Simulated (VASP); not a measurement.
# TeOs (F-43m) in VASP: a series of runs, part 2 of 2

VASP 6.6.1. Earlier steps stand in the parts before.

### 3 Single point, r2SCAN, collinear spin

POSCAR

```
TeOs
1.0
    0.0000000000      2.9300170362      2.9300170362
    2.9300170362      0.0000000000      2.9300170362
    2.9300170362      2.9300170362      0.0000000000
Os Te
1 1
Direct
    0.0000000000      0.0000000000      0.0000000000
    0.2500000000      0.2500000000      0.2500000000
```

INCAR.step1

```
SYSTEM = TeOs
PREC = Accurate ; ENCUT = 520
ISMEAR = 0 ; SIGMA = 0.05
LREAL = .FALSE. ; LASPH = .TRUE.
NELM = 150 ; ISPIN = 2
MAGMOM = 0.05 0 ; LMAXMIX = 4
NBANDS = 18 ; GGA = PE
ALGO = Normal ; EDIFF = 1E-4
LWAVE = .TRUE. ; LCHARG = .FALSE.
```

INCAR.step2

```
SYSTEM = TeOs
PREC = Accurate ; ENCUT = 520
EDIFF = 1E-7 ; ISMEAR = 0
SIGMA = 0.05 ; LREAL = .FALSE.
LASPH = .TRUE. ; NELM = 150
ALGO = Normal ; ISIF = 2
LWAVE = .FALSE. ; LCHARG = .FALSE.
ISPIN = 2 ; MAGMOM = 0.05 0
LORBIT = 11 ; LMAXMIX = 4
METAGGA = R2SCAN ; LMIXTAU = .TRUE.
NBANDS = 18 ; ISTART = 1
```

KPOINTS

```
regular mesh
0
G
  10 10 10
  0 0 0
```

Potentials or basis: VASP PAW PBE potentials, release 64 (Os, Te).

Launch:

```console
$ cat potpaw_PBE.64/Os/POTCAR potpaw_PBE.64/Te/POTCAR > POTCAR
$ cp INCAR.step1 INCAR
$ mpirun -np 1 vasp_std > vasp.out
$ cp INCAR.step2 INCAR
$ mpirun -np 1 vasp_std > vasp.out
```

OUTCAR:

```text
SYSTEM = TeOs
   PREC = Accurate
   ENCUT = 520
   EDIFF = 1E-7
   ISMEAR = 0
   LREAL = .FALSE.
   LASPH = .TRUE.
   NELM = 150
   ISIF = 2
   ISPIN = 2
   LORBIT = 11
   METAGGA = R2SCAN
   ISTART = 1

 ion  position               nearest neighbor table
   1  0.000  0.000  0.000-   2 2.54   2 2.54   2 2.54   2 2.54
   2  0.250  0.250  0.250-   1 2.54   1 2.54   1 2.54   1 2.54

  LATTYP: Found a face centered cubic cell.
 ALAT       =     5.8600340724

  Lattice vectors:

 A1 = (   0.0000000000,   2.9300170362,   2.9300170362)
 A2 = (   2.9300170362,   0.0000000000,   2.9300170362)
 A3 = (   2.9300170362,   2.9300170362,   0.0000000000)

Analysis of symmetry for initial positions (statically):
=====================================================================
 Subroutine PRICEL returns:
 Original cell was already a primitive cell.

 Routine SETGRP: Setting up the symmetry group for a
 face centered cubic supercell.

 Subroutine GETGRP returns: Found 24 space group operations
 (whereof 24 operations were pure point group operations)
 out of a pool of 48 trial point group operations.

The static configuration has the point symmetry T_d .

Analysis of symmetry for dynamics (positions and initial velocities):
=====================================================================
 Subroutine PRICEL returns:
 Original cell was already a primitive cell.

 Routine SETGRP: Setting up the symmetry group for a
 face centered cubic supercell.

 Subroutine GETGRP returns: Found 24 space group operations
 (whereof 24 operations were pure point group operations)
 out of a pool of 48 trial point group operations.

The dynamic configuration has the point symmetry T_d .

Analysis of structural, dynamic, and magnetic symmetry:
=====================================================================
 Subroutine PRICEL returns:
 Original cell was already a primitive cell.

 Routine SETGRP: Setting up the symmetry group for a
 face centered cubic supercell.

 Subroutine GETGRP returns: Found 24 space group operations
 (whereof 24 operations were pure point group operations)
 out of a pool of 48 trial point group operations.

The overall configuration has the point symmetry T_d .

 Subroutine INISYM returns: Found 24 space group operations
 (whereof 24 operations are pure point group operations),
 and found     1 'primitive' translations

----------------------------------------------------------------------------------------

                                     Primitive cell

  volume of cell :      50.3084

  direct lattice vectors                    reciprocal lattice vectors
     0.000000000  2.930017036  2.930017036    -0.170647472  0.170647472  0.170647472
     2.930017036  0.000000000  2.930017036     0.170647472 -0.170647472  0.170647472
     2.930017036  2.930017036  0.000000000     0.170647472  0.170647472 -0.170647472

  length of vectors
     4.143669831  4.143669831  4.143669831     0.295570092  0.295570092  0.295570092

  position of ions in fractional coordinates (direct lattice)
     0.000000000  0.000000000  0.000000000
     0.250000000  0.250000000  0.250000000

  ion indices of the primitive-cell ions
   primitive index   ion index
                 1           1
                 2           2

----------------------------------------------------------------------------------------

 KPOINTS: regular mesh

[... 57 lines left out ...]
 SYSTEM =  TeOs
   PREC   = accura    normal or accurate (medium, high low for compatibility)
   ISTART =      1    job   : 0-new  1-cont  2-samecut
   ICHARG =      0    charge: 1-file 2-atom 10-const
   ISPIN  =      2    spin polarized calculation?
   LNONCOLLINEAR =      F non collinear calculations
   LSORBIT =      F    spin-orbit coupling
   LASPH  =      T    aspherical Exc in radial PAW
   ENCUT  =  520.0 eV  38.22 Ry    6.18 a.u.   7.70  7.70  7.70*2*pi/ulx,y,z
   NELM   =    150;   NELMIN=  2; NELMDL=  0     # of ELM steps
   EDIFF  = 0.1E-06   stopping-criterion for ELM
   LREAL  =      F    real-space projection
   EDIFFG = 0.1E-05   stopping-criterion for IOM
   NSW    =      0    number of steps for IOM
   IBRION =     -1    ionic relax: 0-MD 1-quasi-New 2-CG
   NFREE  =      0    steps in history (QN), initial steepest desc. (CG)
   ISIF   =      2    stress and relaxation
   ISYM   =      2    0-nonsym 1-usesym 2-fastsym
   POTIM  = 0.5000    time-step for ionic-motion
   TEBEG  =    0.0;   TEEND  =   0.0 temperature during run
   PSTRESS=    0.0 pullay stress
   NELECT =      14.0000    total number of electrons
   NUPDOWN=      -1.0000    fix difference up-down
   EMIN   =  10.00;   EMAX   =-10.00  energy-range for DOS
   EFERMI =   0.00;   METHOD = LEGACY
   ISMEAR =     0;   SIGMA  =   0.05  broadening in eV -4-tet -1-fermi 0-gaus
   EFERMI_NEDOS =   21; number of points for ismear=-14 and -15
   IALGO  =     38    algorithm
   IMIX   =      4    mixing-type and parameters
     AMIX     =   0.40;   BMIX     =  1.00
     AMIX_MAG =   1.60;   BMIX_MAG =  1.00
  volume/ion in A,a.u.               =      25.15       169.75
  Fermi-wavevector in a.u.,A,eV,Ry     =   1.068819  2.019774 15.542933  1.142373
  Thomas-Fermi vector in A             =   2.204479
   LORBIT       =     11    0 simple, 1 ext, 2 COOP (PROOUT), +10 PAW based schemes
   METAGGA = R2SCAN    functional components
   LHFCALC =     F    Hartree Fock is set to
   AEXX    =    0.0000 exact exchange contribution
   IVDW    =     0    specifies the selected vdW correction
   LEPSILON=     F    determine dielectric tensor
   LRPA    =     F    only Hartree local field effects (RPA)
 spin polarized calculation
 Gauss-broadening in eV      SIGMA  =   0.05
  energy-cutoff  :      520.00
  volume of cell :       50.31
 maximum number of plane-waves:      1371
   NGX = 15   NGY = 15   NGZ = 15

 number of electron      14.0000000 magnetization      -0.0004214

 Free energy of the ion-electron system (eV)
  ---------------------------------------------------
  ext. energy  EPLUGINS =         0.00000000
  ---------------------------------------------------
  free energy    TOTEN  =       -76.84595888 eV

  energy without entropy =      -76.84337955  energy(sigma->0) =      -76.84466921

 E-fermi :   6.1949     XC(G=0): -10.9142

 val. band max:        6.1724981173   @ k =   0.5000   0.4000   0.0000
 cond. band min:       6.2011689549   @ k =  -0.4000   0.4000   0.0000
 fundamental gap:      0.0286708375
 Fermi energy:         6.1949305182

 spin component 1

 k-point     1 :       0.0000    0.0000    0.0000
  band No.  band energies     occupation
      1      -7.7411      1.00000
      2       1.2455      1.00000
      3       1.2455      1.00000
      4       1.2455      1.00000
      5       4.4656      1.00000
      6       4.4656      1.00000
[... 493 lines left out ...]
     17      21.7394      0.00000
     18      22.3469      0.00000

 [... further k-points ...]

 spin component 2

 k-point     1 :       0.0000    0.0000    0.0000
  band No.  band energies     occupation
      1      -7.7411      1.00000
      2       1.2453      1.00000
      3       1.2453      1.00000
      4       1.2453      1.00000
      5       4.4655      1.00000
      6       4.4655      1.00000
[... 493 lines left out ...]
     17      21.7393      0.00000
     18      22.3468      0.00000

 [... further k-points ...]
[... 5 lines left out ...]
  --------------------------------------------------------------------------------------
  -------------------------------------------------------------------------------------
  Total        0.0051829      0.0051829      0.0051829     -0.0000000     -0.0000000      0.0000000
  in kB        0.1650597      0.1650597      0.1650597     -0.0000000     -0.0000000      0.0000000
  external PRESSURE =       0.1650597 kB  Pullay stress =       0.0000000 kB

 VOLUME and BASIS-vectors are now :
 -----------------------------------------------------------------------------
  energy-cutoff  :      520.00
  volume of cell :       50.31
      direct lattice vectors                 reciprocal lattice vectors
     0.000000000  2.930017036  2.930017036    -0.170647472  0.170647472  0.170647472
     2.930017036  0.000000000  2.930017036     0.170647472 -0.170647472  0.170647472
     2.930017036  2.930017036  0.000000000     0.170647472  0.170647472 -0.170647472

 POSITION                                       TOTAL-FORCE (eV/Angst)
 -----------------------------------------------------------------------------------
      0.00000      0.00000      0.00000         0.000000      0.000000      0.000000
      1.46501      1.46501      1.46501        -0.000000     -0.000000     -0.000000
 -----------------------------------------------------------------------------------
    total drift:                                0.000000      0.000000     -0.000000

  FREE ENERGIE OF THE ION-ELECTRON SYSTEM (eV)
  ---------------------------------------------------
  free  energy   TOTEN  =       -76.8459588791 eV

  energy  without entropy=      -76.8433795473  energy(sigma->0) =      -76.84466921

 total charge

# of ion       s       p       d       tot
------------------------------------------
    1        0.602   0.418   6.309   7.330
    2        1.328   1.991   0.183   3.502
--------------------------------------------------
tot          1.931   2.409   6.492  10.832

 magnetization (x)

# of ion       s       p       d       tot
------------------------------------------
    1       -0.000  -0.000  -0.000  -0.000
    2       -0.000   0.000   0.000   0.000
--------------------------------------------------
tot         -0.000   0.000  -0.000  -0.000
```

Run time: 3.4 min. Hardware: 1 thread of AMD EPYC 9R45 (Zen 5), shared host; peak memory 0.24 GiB.

Results:

| Quantity | Value |
| --- | --- |
| Free energy | -76.8460 eV |
| Pressure | 0.0 GPa |
| Band gap on the k mesh | zero (filled and empty bands overlap) |
| Net moment | 0.00 μB per cell |
| Valence electrons inside the program's atomic spheres | Os 7.33; Te 3.50 |

Caveat: the PAW data sets were made with another functional, which shifts forces and pressure a little; spin-orbit coupling is left out, which moves the levels of the heavy elements.

The gap in the log of VASP goes by the Fermi energy; the results here count the filled bands.